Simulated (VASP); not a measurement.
Crystal: InSe.

```
In Se
1.0
     2.01055    1.16079    8.41075
    -2.01055    1.16079    8.41075
     0.00000   -2.32159    8.41075
In Se
2 2
Direct
  0.11129 0.11129 0.11129
  0.00090 0.00090 0.00090
  0.61738 0.61738 0.61738
  0.82812 0.82812 0.82812
```

Base run:

| Quantity | Value |
| --- | --- |
| Program | VASP 6.6.1 |
| Functional | PBE |
| Potentials or basis | VASP PAW PBE potentials, release 64 (In_d, Se) |
| Cutoff | 520 eV |
| k mesh | 6 × 6 × 6 |
| Occupations | gaussian, width 0.01 eV |
| Spin | no spin polarisation |

Its results: band gap on the k mesh 0.39 eV; pressure 2.5 GPa; largest force 0.209 eV/Å.

Question: The run is repeated on the same cell with these changes: functional from PBE to r2SCAN; further incar settings from ALGO = Normal; EDIFF = 1e-07; NBANDS = 27 to ALGO = Normal; EDIFF = 1e-06; NBANDS = 27. What comes out?

Answer: Band gap on the k mesh 0.81 eV; pressure 0.8 GPa; largest force 0.017 eV/Å.

Caveats: spin-orbit coupling is left out, which moves the levels of the heavy elements; the PAW data sets were made with another functional, which shifts forces and pressure a little (at least some runs).

A k mesh can miss the band edges.
